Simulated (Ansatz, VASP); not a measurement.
HgTe in VASP and in Ansatz

```
CELL_PARAMETERS angstrom
0.05843 2.95072 2.95072
2.95072 0.05843 2.95072
2.95072 2.95072 0.05843
ATOMIC_POSITIONS crystal
Hg 0.00000 0.00000 0.00000
Te 0.50000 0.50000 0.50000
```

Change from the starting cell: equal xy, yz and zx shear strains of +2 %, crystal datasets.

Alike in both runs: task electric field gradients; functional PBE; k mesh 10 × 10 × 10; occupations fermi-dirac, width 0.08 eV; no spin polarisation.

|  | VASP | Ansatz |
| --- | --- | --- |
| version | VASP 6.6.1 | Ansatz 0.2.0 |
| potentials or method | VASP PAW PBE potentials, release 64 (Hg, Te), cutoff 520 eV | all-electron PAW with datasets made for the crystal, scalar-relativistic |

|  | VASP | Ansatz | Ansatz less VASP |
| --- | --- | --- | --- |
| pressure (GPa) | 10.6 | 10.4 | -0.25 |
| traceless stress, the component that is largest in VASP (GPa) | -0.33 | -0.34 | -0.003 |
| size of Vzz on the site where it differs most (V/Å²) | 15.5 | 12.4 | -3.06 |

Ansatz ran all-electron here, and VASP with PAW potentials.

Neither program's run includes spin-orbit coupling.
